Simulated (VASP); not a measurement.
# Au (Pm-3n) in VASP: single point with PBE

Aim: the single point of Au with PBE.

All numbers are computed with VASP 6.6.1; they aren't measurements. Logs are shortened: lines on timing, memory, paths and dates and some standing lists are left out, and cuts for length are marked.

## (1) The cell of the first run

It takes space group Pm-3n (No. 223, cubic). Conventional cell: a = 5.299 Å, b = 5.299 Å, c = 5.299 Å, α = 90.00°, β = 90.00°, γ = 90.00°. Within 3.9 Å of Au (site symmetry m-3) lie 12 Au at 2.96 Å. Au (site symmetry -4m2) has 14 Au at 2.65 to 3.24 Å within 3.5 Å.

## (2) Single point, PBE

Input file INCAR:

```
SYSTEM = Au
PREC     = Accurate       ! precision mode
ENCUT    = 520            ! plane-wave cutoff, eV
EDIFF    = 1E-6           ! SCF threshold, eV
ISMEAR   = -1             ! smearing method
SIGMA    = 0.1            ! smearing width, eV
LREAL    = .False.        ! projectors in reciprocal space
LASPH    = .True.         ! aspherical terms in the spheres
NELM     = 60             ! most SCF steps
ALGO     = Normal         ! electronic algorithm
ISIF     = 2              ! what is computed and relaxed
LWAVE    = .False.        ! write WAVECAR
LCHARG   = .False.        ! write CHGCAR
GGA      = PE             ! functional
NBANDS   = 54             ! bands
```

Input file KPOINTS:

```
Automatic mesh
0
Gamma
  7 7 7
  0 0 0
```

Input file POSCAR:

```
Au
1.0
    5.2985686162      0.0000000000      0.0000000000
    0.0000000000      5.2985686162      0.0000000000
    0.0000000000      0.0000000000      5.2985686162
Au
8
Direct
    1.0000000000      1.0000000000      1.0000000000
    0.5000000000      0.5000000000      0.5000000000
    0.2500000000      1.0000000000      0.5000000000
    0.7500000000      0.0000000000      0.5000000000
    0.5000000000      0.2500000000      0.0000000000
    0.5000000000      0.7500000000      1.0000000000
    1.0000000000      0.5000000000      0.2500000000
    0.0000000000      0.5000000000      0.7500000000
```

Potentials or basis: VASP PAW PBE potentials, release 64 (Au).

Run with:

```sh
$ cat potpaw_PBE.64/Au/POTCAR > POTCAR
$ mpirun -np 1 vasp_std > vasp.out
```

OUTCAR:

```text
SYSTEM = Au
   PREC = Accurate
   ENCUT = 520
   EDIFF = 1E-6
   ISMEAR = -1
   LREAL = .False.
   LASPH = .True.
   NELM = 60
   ISIF = 2
   GGA = PE

 ion  position               nearest neighbor table
   1  0.000  0.000  0.000-   3 2.96   4 2.96   5 2.96   6 2.96   7 2.96   8 2.96   3 2.96   4 2.96
                             7 2.96   8 2.96   5 2.96   6 2.96
   2  0.500  0.500  0.500-   3 2.96   4 2.96   5 2.96   6 2.96   7 2.96   8 2.96   5 2.96   6 2.96
                             3 2.96   4 2.96   7 2.96   8 2.96
   3  0.250  0.000  0.500-   4 2.65   4 2.65   1 2.96   1 2.96   2 2.96   2 2.96   8 3.24   5 3.24
                             5 3.24   6 3.24   6 3.24   7 3.24   8 3.24   7 3.24
   4  0.750  0.000  0.500-   3 2.65   3 2.65   1 2.96   1 2.96   2 2.96   2 2.96   8 3.24   5 3.24
                             5 3.24   6 3.24   6 3.24   7 3.24   8 3.24   7 3.24
   5  0.500  0.250  0.000-   6 2.65   6 2.65   1 2.96   2 2.96   2 2.96   1 2.96   8 3.24   4 3.24
                             3 3.24   4 3.24   3 3.24   7 3.24   7 3.24   8 3.24
   6  0.500  0.750  0.000-   5 2.65   5 2.65   1 2.96   2 2.96   2 2.96   1 2.96   8 3.24   4 3.24
                             3 3.24   4 3.24   3 3.24   7 3.24   7 3.24   8 3.24
   7  0.000  0.500  0.250-   8 2.65   8 2.65   1 2.96   2 2.96   1 2.96   2 2.96   3 3.24   4 3.24
                             5 3.24   3 3.24   4 3.24   6 3.24   5 3.24   6 3.24
   8  0.000  0.500  0.750-   7 2.65   7 2.65   1 2.96   2 2.96   1 2.96   2 2.96   3 3.24   4 3.24
                             5 3.24   3 3.24   4 3.24   6 3.24   5 3.24   6 3.24

  LATTYP: Found a simple cubic cell.
 ALAT       =     5.2985686162

  Lattice vectors:

 A1 = (   5.2985686162,   0.0000000000,   0.0000000000)
 A2 = (   0.0000000000,   5.2985686162,   0.0000000000)
 A3 = (   0.0000000000,   0.0000000000,   5.2985686162)

Analysis of symmetry for initial positions (statically):
=====================================================================
 Subroutine PRICEL returns:
 Original cell was already a primitive cell.

 Routine SETGRP: Setting up the symmetry group for a
 simple cubic supercell.

 Subroutine GETGRP returns: Found 48 space group operations
 (whereof 24 operations were pure point group operations)
 out of a pool of 48 trial point group operations.

The static configuration has the point symmetry T_h .
 The point group associated with its full space group is O_h .

Analysis of symmetry for dynamics (positions and initial velocities):
=====================================================================
 Subroutine PRICEL returns:
 Original cell was already a primitive cell.

 Routine SETGRP: Setting up the symmetry group for a
 simple cubic supercell.

 Subroutine GETGRP returns: Found 48 space group operations
 (whereof 24 operations were pure point group operations)
 out of a pool of 48 trial point group operations.

The dynamic configuration has the point symmetry T_h .
 The point group associated with its full space group is O_h .

 Subroutine INISYM returns: Found 48 space group operations
 (whereof 24 operations are pure point group operations),
 and found     1 'primitive' translations

----------------------------------------------------------------------------------------

                                     Primitive cell

  volume of cell :     148.7564

  direct lattice vectors                    reciprocal lattice vectors
     5.298568616  0.000000000  0.000000000     0.188730216  0.000000000  0.000000000
     0.000000000  5.298568616  0.000000000     0.000000000  0.188730216  0.000000000
     0.000000000  0.000000000  5.298568616     0.000000000  0.000000000  0.188730216

  length of vectors
     5.298568616  5.298568616  5.298568616     0.188730216  0.188730216  0.188730216

  position of ions in fractional coordinates (direct lattice)
     0.000000000  0.000000000  0.000000000
     0.500000000  0.500000000  0.500000000
     0.250000000  0.000000000  0.500000000
     0.750000000  0.000000000  0.500000000
     0.500000000  0.250000000  0.000000000
     0.500000000  0.750000000  0.000000000
     0.000000000  0.500000000  0.250000000
     0.000000000  0.500000000  0.750000000

  ion indices of the primitive-cell ions
   primitive index   ion index
                 1           1
                 2           2
                 3           3
                 4           4
                 5           5
                 6           6
                 7           7
                 8           8

----------------------------------------------------------------------------------------

 KPOINTS: Automatic mesh

Automatic generation of k-mesh.
 Grid dimensions read from file:
 generate k-points for:    7    7    7

 Generating k-lattice:

  Cartesian coordinates                     Fractional coordinates (reciprocal lattice)
     0.026961459  0.000000000  0.000000000     0.142857143  0.000000000  0.000000000
     0.000000000  0.026961459  0.000000000     0.000000000  0.142857143  0.000000000
     0.000000000  0.000000000  0.026961459     0.000000000  0.000000000  0.142857143

  Length of vectors
     0.026961459  0.026961459  0.026961459

  Shift w.r.t. Gamma in fractional coordinates (k-lattice)
     0.000000000  0.000000000  0.000000000

 Subroutine IBZKPT returns following result:
 ===========================================

 Found     20 irreducible k-points:

 Following reciprocal coordinates:
            Coordinates               Weight
  0.000000  0.000000  0.000000      1.000000
  0.142857  0.000000  0.000000      6.000000
  0.285714  0.000000  0.000000      6.000000
  0.428571  0.000000  0.000000      6.000000
  0.142857  0.142857  0.000000     12.000000
  0.285714  0.142857  0.000000     24.000000
[... 12 lines left out ...]
  0.428571  0.428571  0.285714     24.000000
  0.428571  0.428571  0.428571      8.000000
   k-points           NKPTS =     20   k-points in BZ     NKDIM =     20   number of bands    NBANDS=     54
   number of dos      NEDOS =    301   number of ions     NIONS =      8
   total plane-waves  NPLWV =  64000
   dimension x,y,z NGX =    40 NGY =   40 NGZ =   40
   dimension x,y,z NGXF=    80 NGYF=   80 NGZF=   80
   ions per type =               8
   NGX,Y,Z   is equivalent  to a cutoff of  12.55, 12.55, 12.55 a.u.
   NGXF,Y,Z  is equivalent  to a cutoff of  25.10, 25.10, 25.10 a.u.
 SYSTEM =  Au
   PREC   = accura    normal or accurate (medium, high low for compatibility)
   ISTART =      0    job   : 0-new  1-cont  2-samecut
   ICHARG =      2    charge: 1-file 2-atom 10-const
   ISPIN  =      1    spin polarized calculation?
   LNONCOLLINEAR =      F non collinear calculations
   LSORBIT =      F    spin-orbit coupling
   LASPH  =      T    aspherical Exc in radial PAW
   ENCUT  =  520.0 eV  38.22 Ry    6.18 a.u.   9.85  9.85  9.85*2*pi/ulx,y,z
   NELM   =     60;   NELMIN=  2; NELMDL= -5     # of ELM steps
   EDIFF  = 0.1E-05   stopping-criterion for ELM
   LREAL  =      F    real-space projection
[... 7 lines left out ...]
   TEBEG  =    0.0;   TEEND  =   0.0 temperature during run
   PSTRESS=    0.0 pullay stress
   NELECT =      88.0000    total number of electrons
   NUPDOWN=      -1.0000    fix difference up-down
   EMIN   =  10.00;   EMAX   =-10.00  energy-range for DOS
   EFERMI =   0.00;   METHOD = LEGACY
   ISMEAR =    -1;   SIGMA  =   0.10  broadening in eV -4-tet -1-fermi 0-gaus
   EFERMI_NEDOS =   21; number of points for ismear=-14 and -15
   IALGO  =     38    algorithm
   IMIX   =      4    mixing-type and parameters
     AMIX     =   0.40;   BMIX     =  1.00
     AMIX_MAG =   1.60;   BMIX_MAG =  1.00
  volume/ion in A,a.u.               =      18.59       125.48
  Fermi-wavevector in a.u.,A,eV,Ry     =   1.374286  2.597024 25.696811  1.888662
  Thomas-Fermi vector in A             =   2.499726
   LORBIT       =      0    0 simple, 1 ext, 2 COOP (PROOUT), +10 PAW based schemes
   GGA     = PE    functional components
   LHFCALC =     F    Hartree Fock is set to
   AEXX    =    0.0000 exact exchange contribution
   IVDW    =     0    specifies the selected vdW correction
   LEPSILON=     F    determine dielectric tensor
   LRPA    =     F    only Hartree local field effects (RPA)
 non-spin polarized calculation
  energy-cutoff  :      520.00
  volume of cell :      148.76
 maximum number of plane-waves:      4024
 NGX is ok and might be reduce to    40
   NGX = 19   NGY = 19   NGZ = 19

 number of electron      88.0000018 magnetization

 Free energy of the ion-electron system (eV)
  ---------------------------------------------------
  ext. energy  EPLUGINS =         0.00000000
  ---------------------------------------------------
  free energy    TOTEN  =       -24.85133651 eV

  energy without entropy =      -24.78168329  energy(sigma->0) =      -24.81650990

 E-fermi :   8.0916     XC(G=0): -12.1824

 val. band max:        8.0442143151   @ k =   0.4286   0.4286   0.4286
 cond. band min:       8.1596555891   @ k =   0.4286   0.2857   0.1429
 fundamental gap:      0.1154412740
 Fermi energy:         8.0916146581

 k-point     1 :       0.0000    0.0000    0.0000
  band No.  band energies     occupation
      1      -0.9220      2.00000
      2       1.2007      2.00000
      3       1.2007      2.00000
      4       2.2105      2.00000
      5       2.2255      2.00000
      6       2.4665      2.00000
[... 46 lines left out ...]
     53      13.8426      0.00000
     54      14.6146      0.00000

 k-point     2 :       0.1429    0.0000    0.0000
  band No.  band energies     occupation
      1      -0.7849      2.00000
      2       1.1739      2.00000
      3       1.3256      2.00000
      4       1.9920      2.00000
      5       2.2629      2.00000
      6       2.4869      2.00000
[... 46 lines left out ...]
     53      14.2584      0.00000
     54      14.2584      0.00000
[... 967 lines left out ...]
     53      15.9030      0.00000
     54      16.8716      0.00000

 k-point    20 :       0.4286    0.4286    0.4286
  band No.  band energies     occupation
      1       1.9821      2.00000
      2       2.1572      2.00000
      3       2.1572      2.00000
      4       2.3275      2.00000
      5       2.3445      2.00000
      6       2.3445      2.00000
[... 46 lines left out ...]
     53      17.0720      0.00000
     54      17.2569      0.00000

------------------------ aborting loop because EDIFF is reached ----------------------------------------

  FORCE on cell =-STRESS in cart. coord.  units (eV):
  Direction    XX          YY          ZZ          XY          YZ          ZX
  --------------------------------------------------------------------------------------
  -------------------------------------------------------------------------------------
  Total       -0.0635892     -0.0635892     -0.0635892      0.0000000     -0.0000000     -0.0000000
  in kB       -0.6848860     -0.6848860     -0.6848860      0.0000000     -0.0000000     -0.0000000
  external PRESSURE =      -0.6848860 kB  Pullay stress =       0.0000000 kB

 VOLUME and BASIS-vectors are now :
 -----------------------------------------------------------------------------
  energy-cutoff  :      520.00
  volume of cell :      148.76
      direct lattice vectors                 reciprocal lattice vectors
     5.298568616  0.000000000  0.000000000     0.188730216  0.000000000  0.000000000
     0.000000000  5.298568616  0.000000000     0.000000000  0.188730216  0.000000000
     0.000000000  0.000000000  5.298568616     0.000000000  0.000000000  0.188730216

 POSITION                                       TOTAL-FORCE (eV/Angst)
 -----------------------------------------------------------------------------------
      0.00000      0.00000      0.00000        -0.000000     -0.000000      0.000000
      2.64928      2.64928      2.64928        -0.000000     -0.000000      0.000000
      1.32464      0.00000      2.64928         0.000000     -0.000000     -0.000000
      3.97393      0.00000      2.64928        -0.000000      0.000000      0.000000
      2.64928      1.32464      0.00000         0.000000      0.000000     -0.000000
      2.64928      3.97393      0.00000        -0.000000     -0.000000      0.000000
      0.00000      2.64928      1.32464        -0.000000      0.000000     -0.000000
      0.00000      2.64928      3.97393         0.000000     -0.000000      0.000000
 -----------------------------------------------------------------------------------
    total drift:                               -0.000000     -0.000000      0.000000

  FREE ENERGIE OF THE ION-ELECTRON SYSTEM (eV)
  ---------------------------------------------------
  free  energy   TOTEN  =       -24.8513365092 eV

  energy  without entropy=      -24.7816832927  energy(sigma->0) =      -24.81650990
```

Run time: 97 s. Hardware: 1 thread of AMD EPYC 7R13 (Zen 3), shared host; peak memory 0.26 GiB.

What came out:

```
Free energy            : -24.8513 eV
Pressure               : -0.1 GPa
Band gap on the k mesh : zero (band 44 reaches 9.01 eV, above the bottom of band 45 at 7.30 eV)
```

Levels at points of the mesh, in eV from the Fermi level:
| k point | band 41 | band 42 | band 43 | band 44 | band 45 | band 46 | band 47 | band 48 |
| --- | --- | --- | --- | --- | --- | --- | --- | --- |
| (0.00, 0.00, 0.00) | -1.87 | 0.51 | 0.51 | 0.51 | 0.88 | 0.88 | 1.01 | 4.26 |

Caveat: spin-orbit coupling is left out, which moves the levels of the heavy elements.
